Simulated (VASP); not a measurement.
Here is a VASP 6.6.1 calculation.

The input INCAR:

```
SYSTEM = AgCl
ALGO = Normal
EDIFF = 1E-6
EDIFFG = -0.005
ENCUT = 600
GGA = PS
IBRION = 2
ISIF = 3
ISMEAR = -1
LASPH = .True.
LCHARG = .False.
LREAL = .False.
LWAVE = .False.
NELM = 100
NSW = 80
PREC = Accurate
PSTRESS = 50.0
SIGMA = 0.05
```

The input KPOINTS:

```
k-points
0
Gamma
  8 8 8
  0 0 0
```

The input POSCAR:

```
AgCl
1.0
    0.0000000000      2.7350000000      2.7350000000
    2.7350000000      0.0000000000      2.7350000000
    2.7350000000      2.7350000000      0.0000000000
Ag Cl
1 1
Direct
    0.0000000000      0.0000000000      0.0000000000
    0.5000000000      0.5000000000      0.5000000000
```

Potentials or basis: VASP PAW PBE potentials, release 64 (Ag, Cl).

Launch:

```sh
$ cat potpaw_PBE.64/Ag/POTCAR potpaw_PBE.64/Cl/POTCAR > POTCAR
$ mpirun -np 1 vasp_std > vasp.out
```

Predict the band gap on the k mesh.

0.74 eV (least direct gap 3.52 eV).

Estimate the relaxed cell.

a = 3.759 Å, b = 3.759 Å, c = 3.759 Å, α = 60.00°, β = 60.00°, γ = 60.00°.

Step by step:
| step | energy change (eV) | largest force (eV/Å) | pressure (GPa) | volume (Å³) |
| --- | --- | --- | --- | --- |
| 1 | 0.0000 | 0.0000 | -0.74 | 40.92 |
| 2 | 0.0701 | 0.0000 | 6.93 | 36.73 |
| 3 | 0.0396 | 0.0000 | 5.01 | 37.55 |

Caveat: the cell is relaxed towards a set pressure, so the run minimises the enthalpy, not the energy; the PAW data sets were made with another functional, which shifts forces and pressure a little. A k mesh can miss the band edges.
